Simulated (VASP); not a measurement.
NiMoIrPdW: single point with revPBE

The system is NiMoIrPdW.

```
Ni Mo Pd Ir W
1.0
     4.14670    0.00000    0.00000
    -2.07335    3.59115    0.00000
     0.00000    0.00000    5.41629
Ni Mo Pd Ir W
1 1 1 1 1
Direct
  0.00000 0.00000 0.02221
  0.66667 0.33333 0.45996
  0.33333 0.66667 0.74601
  0.33333 0.66667 0.25641
  0.66667 0.33333 0.99985
```

| Property | Result |
| --- | --- |
| Program | VASP 6.6.1 |
| Task | single point |
| Functional | revPBE |
| Potentials or basis | VASP PAW PBE potentials, release 64 (Ni, Mo_sv, Pd, Ir, W_sv) |
| Cutoff | 520 eV |
| k mesh | 5 × 5 × 4 |
| Occupations | fermi-dirac, width 0.05 eV |
| Spin | collinear spin, ferromagnetic start |
| Starting moments | [1.0, 1.0, 0.0, 0.6, 0.0] μB |
| Dipole correction | no |
| Further INCAR settings | ALGO = Fast; EDIFF = 1e-06; NBANDS = 40 |

```json
{"Pressure": "2.8 GPa", "Largest force": "0.118 eV/Å", "Net moment": "0.00 μB per cell", "Valence electrons inside the program's atomic spheres": "Ni 9.44; Mo 12.37; Pd 9.59; Ir 8.43; W 12.07"}
```

Forces on the atoms (eV/Å):
```
Ni   0.000  0.000 -0.010
Mo   0.000  0.000 -0.065
Pd   0.000  0.000 -0.080
Ir   0.000  0.000  0.118
W   -0.001  0.000  0.036
```

Stress tensor (GPa, compression positive):
```
2.67 0.00 0.00
0.00 2.67 0.00
0.00 0.00 2.98
```

Levels at points of the mesh, in eV from the Fermi level:
Spin up:
```tsv
k point	band 27	band 28	band 29	band 30	band 31	band 32
(0.00, 0.00, 0.00)	-1.36	-0.70	0.84	0.84	2.06	2.06
(0.00, 0.00, 0.50)	-0.47	-0.34	0.49	0.78	0.78	1.53
```
Spin down:
| k point | band 25 | band 26 | band 27 | band 28 | band 29 | band 30 | band 31 | band 32 | band 33 | band 34 |
| --- | --- | --- | --- | --- | --- | --- | --- | --- | --- | --- |
| (0.00, 0.00, 0.00) | -1.59 | -1.36 | -1.36 | -0.70 | 0.84 | 0.84 | 2.06 | 2.06 | 2.45 | 2.84 |
| (0.00, 0.00, 0.50) | -1.31 | -0.47 | -0.47 | -0.34 | 0.49 | 0.78 | 0.78 | 1.53 | 1.53 | 2.24 |

Wall time 4.8 min on 1 thread of Intel(R) Xeon(R) Platinum 8175M CPU @ 2.50GHz (Skylake/Cascade Lake) (shared host), peak memory 0.37 GiB.

Caveat: the PAW data sets were made with another functional, which shifts forces and pressure a little; spin-orbit coupling is left out, which moves the levels of the heavy elements.
